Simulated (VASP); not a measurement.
# AlP (v.bA) (F-43m) in VASP: a series of runs, part 2 of 2

VASP 6.6.1.

### Step 3. Single point, PBE

The input, INCAR:

```
SYSTEM = AlP
  ALGO = Normal
  EDIFF = 1E-6
  ENCUT = 500
  GGA = PE
  GGA_COMPAT = .FALSE.
  ISIF = 2
  ISMEAR = 0
  LASPH = .TRUE.
  LCHARG = .TRUE.
  LELF = .TRUE.
  LREAL = .FALSE.
  LVHAR = .TRUE.
  LWAVE = .FALSE.
  NBANDS = 11
  NELM = 120
  PREC = Accurate
  SIGMA = 0.02
```

The input, KPOINTS:

```
k-points
0
G
  8 8 8
  0 0 0
```

The input, POSCAR:

```
AlP
1.0
    0.0000000000      2.7538835158      2.7538835158
    2.7538835158      0.0000000000      2.7538835158
    2.7538835158      2.7538835158      0.0000000000
Al P
1 1
Direct
    0.0000000000      0.0000000000      0.0000000000
    0.2500000000      0.2500000000      0.2500000000
```

Potentials or basis: VASP PAW PBE potentials, release 64 (Al, P).

On the command line:

```
$ cat potpaw_PBE.64/Al/POTCAR potpaw_PBE.64/P/POTCAR > POTCAR
$ mpirun -np 1 vasp_std > vasp.out
```

OUTCAR:

```text
SYSTEM = AlP
   EDIFF = 1E-6
   ENCUT = 500
   GGA = PE
   ISIF = 2
   ISMEAR = 0
   LASPH = .TRUE.
   LREAL = .FALSE.
   NELM = 120
   PREC = Accurate

 ion  position               nearest neighbor table
   1  0.000  0.000  0.000-   2 2.38   2 2.38   2 2.38   2 2.38
   2  0.250  0.250  0.250-   1 2.38   1 2.38   1 2.38   1 2.38

  LATTYP: Found a face centered cubic cell.
 ALAT       =     5.5077670316

  Lattice vectors:

 A1 = (   0.0000000000,   2.7538835158,   2.7538835158)
 A2 = (   2.7538835158,   0.0000000000,   2.7538835158)
 A3 = (   2.7538835158,   2.7538835158,   0.0000000000)

Analysis of symmetry for initial positions (statically):
=====================================================================
 Subroutine PRICEL returns:
 Original cell was already a primitive cell.

 Routine SETGRP: Setting up the symmetry group for a
 face centered cubic supercell.

 Subroutine GETGRP returns: Found 24 space group operations
 (whereof 24 operations were pure point group operations)
 out of a pool of 48 trial point group operations.

The static configuration has the point symmetry T_d .

Analysis of symmetry for dynamics (positions and initial velocities):
=====================================================================
 Subroutine PRICEL returns:
 Original cell was already a primitive cell.

 Routine SETGRP: Setting up the symmetry group for a
 face centered cubic supercell.

 Subroutine GETGRP returns: Found 24 space group operations
 (whereof 24 operations were pure point group operations)
 out of a pool of 48 trial point group operations.

The dynamic configuration has the point symmetry T_d .

 Subroutine INISYM returns: Found 24 space group operations
 (whereof 24 operations are pure point group operations),
 and found     1 'primitive' translations

----------------------------------------------------------------------------------------

                                     Primitive cell

  volume of cell :      41.7702

  direct lattice vectors                    reciprocal lattice vectors
     0.000000000  2.753883516  2.753883516    -0.181561783  0.181561783  0.181561783
     2.753883516  0.000000000  2.753883516     0.181561783 -0.181561783  0.181561783
     2.753883516  2.753883516  0.000000000     0.181561783  0.181561783 -0.181561783

  length of vectors
     3.894579417  3.894579417  3.894579417     0.314474232  0.314474232  0.314474232

  position of ions in fractional coordinates (direct lattice)
     0.000000000  0.000000000  0.000000000
     0.250000000  0.250000000  0.250000000

  ion indices of the primitive-cell ions
   primitive index   ion index
                 1           1
                 2           2

----------------------------------------------------------------------------------------

 KPOINTS: k-points

Automatic generation of k-mesh.
 Grid dimensions read from file:
 generate k-points for:    8    8    8

 Generating k-lattice:

  Cartesian coordinates                     Fractional coordinates (reciprocal lattice)
    -0.022695223  0.022695223  0.022695223     0.125000000  0.000000000  0.000000000
     0.022695223 -0.022695223  0.022695223     0.000000000  0.125000000  0.000000000
     0.022695223  0.022695223 -0.022695223     0.000000000  0.000000000  0.125000000

  Length of vectors
     0.039309279  0.039309279  0.039309279

  Shift w.r.t. Gamma in fractional coordinates (k-lattice)
     0.000000000  0.000000000  0.000000000

 Subroutine IBZKPT returns following result:
 ===========================================

 Found     29 irreducible k-points:

 Following reciprocal coordinates:
            Coordinates               Weight
  0.000000  0.000000  0.000000      1.000000
  0.125000  0.000000  0.000000      8.000000
  0.250000  0.000000  0.000000      8.000000
  0.375000  0.000000  0.000000      8.000000
  0.500000  0.000000  0.000000      4.000000
  0.125000  0.125000  0.000000      6.000000
[... 16 lines left out ...]
  0.500000  0.250000  0.125000     48.000000
 -0.375000  0.250000  0.125000     24.000000
 [... further k-points ...]
   k-points           NKPTS =     29   k-points in BZ     NKDIM =     29   number of bands    NBANDS=     11
   number of dos      NEDOS =    301   number of ions     NIONS =      2
   total plane-waves  NPLWV =  21952
   dimension x,y,z NGX =    28 NGY =   28 NGZ =   28
   dimension x,y,z NGXF=    56 NGYF=   56 NGZF=   56
   ions per type =               1   1
   NGX,Y,Z   is equivalent  to a cutoff of  11.95, 11.95, 11.95 a.u.
   NGXF,Y,Z  is equivalent  to a cutoff of  23.90, 23.90, 23.90 a.u.
 SYSTEM =  AlP
   PREC   = accura    normal or accurate (medium, high low for compatibility)
   ISTART =      0    job   : 0-new  1-cont  2-samecut
   ICHARG =      2    charge: 1-file 2-atom 10-const
   ISPIN  =      1    spin polarized calculation?
   LNONCOLLINEAR =      F non collinear calculations
   LSORBIT =      F    spin-orbit coupling
   LASPH  =      T    aspherical Exc in radial PAW
   ENCUT  =  500.0 eV  36.75 Ry    6.06 a.u.   7.10  7.10  7.10*2*pi/ulx,y,z
   NELM   =    120;   NELMIN=  2; NELMDL= -5     # of ELM steps
   EDIFF  = 0.1E-05   stopping-criterion for ELM
   LREAL  =      F    real-space projection
   EDIFFG = 0.1E-04   stopping-criterion for IOM
   NSW    =      0    number of steps for IOM
   IBRION =     -1    ionic relax: 0-MD 1-quasi-New 2-CG
   NFREE  =      0    steps in history (QN), initial steepest desc. (CG)
   ISIF   =      2    stress and relaxation
   ISYM   =      2    0-nonsym 1-usesym 2-fastsym
   POTIM  = 0.5000    time-step for ionic-motion
   TEBEG  =    0.0;   TEEND  =   0.0 temperature during run
   PSTRESS=    0.0 pullay stress
   NELECT =       8.0000    total number of electrons
   NUPDOWN=      -1.0000    fix difference up-down
   EMIN   =  10.00;   EMAX   =-10.00  energy-range for DOS
   EFERMI =   0.00;   METHOD = LEGACY
   ISMEAR =     0;   SIGMA  =   0.02  broadening in eV -4-tet -1-fermi 0-gaus
   EFERMI_NEDOS =   21; number of points for ismear=-14 and -15
   IALGO  =     38    algorithm
   IMIX   =      4    mixing-type and parameters
     AMIX     =   0.40;   BMIX     =  1.00
     AMIX_MAG =   1.60;   BMIX_MAG =  1.00
  volume/ion in A,a.u.               =      20.89       140.94
  Fermi-wavevector in a.u.,A,eV,Ry     =   0.943661  1.783260 12.115930  0.890496
  Thomas-Fermi vector in A             =   2.071390
   LORBIT       =      0    0 simple, 1 ext, 2 COOP (PROOUT), +10 PAW based schemes
   GGA     = PE    functional components
   LHFCALC =     F    Hartree Fock is set to
   AEXX    =    0.0000 exact exchange contribution
   IVDW    =     0    specifies the selected vdW correction
   LEPSILON=     F    determine dielectric tensor
   LRPA    =     F    only Hartree local field effects (RPA)
 non-spin polarized calculation
 Gauss-broadening in eV      SIGMA  =   0.02
  energy-cutoff  :      500.00
  volume of cell :       41.77
 maximum number of plane-waves:      1069
   NGX = 15   NGY = 15   NGZ = 15

 number of electron       8.0000001 magnetization

 Free energy of the ion-electron system (eV)
  ---------------------------------------------------
  ext. energy  EPLUGINS =         0.00000000
  ---------------------------------------------------
  free energy    TOTEN  =       -10.37676901 eV

  energy without entropy =      -10.37676901  energy(sigma->0) =      -10.37676901

 E-fermi :   4.4595     XC(G=0):  -9.1076

 val. band max:        4.3439368484   @ k =   0.0000   0.0000   0.0000
 cond. band min:       5.9739720596   @ k =   0.5000   0.5000   0.0000
 fundamental gap:      1.6300352111
 Fermi energy:         4.4595349954

 k-point     1 :       0.0000    0.0000    0.0000
  band No.  band energies     occupation
      1      -7.0135      2.00000
      2       4.3439      2.00000
      3       4.3439      2.00000
      4       4.3439      2.00000
      5       7.4271      0.00000
      6       8.8687      0.00000
      7       8.8687      0.00000
      8       8.8687      0.00000
      9      13.1487      0.00000
     10      13.1487      0.00000
     11      14.4540      0.00000
[... 309 lines left out ...]
 k-point    24 :      -0.3750    0.2500    0.1250
  band No.  band energies     occupation
      1      -5.0970      2.00000
      2      -0.7287      2.00000
      3       1.8097      2.00000
      4       2.9012      2.00000
      5       8.2627      0.00000
      6       8.8403      0.00000
      7      11.1484      0.00000
      8      11.9634      0.00000
      9      13.2266      0.00000
     10      15.6976      0.00000
     11      16.9026      0.00000

 [... further k-points ...]
[... 5 lines left out ...]
  --------------------------------------------------------------------------------------
  -------------------------------------------------------------------------------------
  Total       -0.0239152     -0.0239152     -0.0239152      0.0000000      0.0000000     -0.0000000
  in kB       -0.9173155     -0.9173155     -0.9173155      0.0000000      0.0000000     -0.0000000
  external PRESSURE =      -0.9173155 kB  Pullay stress =       0.0000000 kB

 VOLUME and BASIS-vectors are now :
 -----------------------------------------------------------------------------
  energy-cutoff  :      500.00
  volume of cell :       41.77
      direct lattice vectors                 reciprocal lattice vectors
     0.000000000  2.753883516  2.753883516    -0.181561783  0.181561783  0.181561783
     2.753883516  0.000000000  2.753883516     0.181561783 -0.181561783  0.181561783
     2.753883516  2.753883516  0.000000000     0.181561783  0.181561783 -0.181561783

 POSITION                                       TOTAL-FORCE (eV/Angst)
 -----------------------------------------------------------------------------------
      0.00000      0.00000      0.00000         0.000000      0.000000     -0.000000
      1.37694      1.37694      1.37694        -0.000000     -0.000000      0.000000
 -----------------------------------------------------------------------------------
    total drift:                               -0.000000     -0.000000     -0.000000

  FREE ENERGIE OF THE ION-ELECTRON SYSTEM (eV)
  ---------------------------------------------------
  free  energy   TOTEN  =       -10.3767690138 eV

  energy  without entropy=      -10.3767690138  energy(sigma->0) =      -10.37676901
```

OSZICAR:

```text
N       E                     dE             d eps       ncg     rms          rms(c)
DAV:   1     0.120199854377E+02    0.12020E+02   -0.30370E+03   646   0.539E+02
DAV:   2    -0.970529368543E+01   -0.21725E+02   -0.19954E+02   820   0.858E+01
DAV:   3    -0.107091640444E+02   -0.10039E+01   -0.10020E+01   785   0.179E+01
DAV:   4    -0.107182309222E+02   -0.90669E-02   -0.90661E-02   786   0.211E+00
DAV:   5    -0.107183862842E+02   -0.15536E-03   -0.15536E-03   801   0.259E-01    0.441E+00
DAV:   6    -0.104161256239E+02    0.30226E+00   -0.62430E-01   719   0.291E+00    0.279E+00
DAV:   7    -0.103762105437E+02    0.39915E-01   -0.21105E-01   774   0.186E+00    0.142E+00
DAV:   8    -0.103766859893E+02   -0.47545E-03   -0.15006E-02   738   0.595E-01    0.243E-01
DAV:   9    -0.103765965129E+02    0.89476E-04   -0.74427E-04   766   0.148E-01    0.100E-01
DAV:  10    -0.103767628791E+02   -0.16637E-03   -0.24737E-04   707   0.819E-02    0.126E-02
DAV:  11    -0.103767682013E+02   -0.53221E-05   -0.25542E-05   796   0.229E-02    0.697E-03
DAV:  12    -0.103767690138E+02   -0.81256E-06   -0.15829E-06   744   0.711E-03
   1 F= -.10376769E+02 E0= -.10376769E+02  d E =-.204945E-18
```

stdout:

```text
POSCAR found type information on POSCAR AlP
 POSCAR found :  2 types and       2 ions
 scaLAPACK will be used
 LDA part: xc-table for (Slater+PW92), standard interpolation
 POSCAR, INCAR and KPOINTS ok, starting setup
 FFT: planning ... GRIDC
 FFT: planning ... GRID_SOFT
 FFT: planning ... GRID
 WAVECAR not read
 entering main loop
```

Wall time 8.7 s (1 thread of Intel Xeon Platinum 8375C at 2.90GHz (Ice Lake), shared host); peak memory 0.15 GiB.

What came out:

```
Free energy            : -10.3768 eV
Pressure               : -0.1 GPa
Band gap on the k mesh : 1.63 eV, indirect (least direct gap 3.08 eV)
```

A k mesh can miss the band edges. Expect the measured gap to be larger: semilocal functionals such as PBE lack the derivative discontinuity.
